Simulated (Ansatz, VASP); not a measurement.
**KZnF3: VASP beside Ansatz**

```
K Zn F
1.0
     4.67538    0.00000    0.00000
     0.00000    4.67538    0.00000
     0.00000    0.00000    3.03900
K Zn F
1 1 3
Direct
  0.00000 0.00000 0.00000
  0.50000 0.50000 0.50000
  0.50000 0.50000 0.00000
  0.00000 0.50000 0.50000
  0.50000 0.00000 0.50000
```

Alike in both runs: task single point; functional PBE; k mesh 6 × 6 × 6; occupations gaussian, width 0.05 eV; no spin polarisation.

|  | VASP | Ansatz |
| --- | --- | --- |
| version | VASP 6.6.1 | Ansatz 0.2.0 |
| potentials or method | VASP PAW PBE potentials, release 64 (K_sv, Zn, F), cutoff 520 eV | scalar-relativistic, plane waves, PAW |
| valence electrons in the cell | 42 | 42 |

|  | VASP | Ansatz | Ansatz less VASP |
| --- | --- | --- | --- |
| gap on the k mesh at the Fermi level (eV) | 4.02 | 4.05 | +0.032 |
| least direct gap on the mesh (eV) | 5.28 | 5.31 | +0.025 |
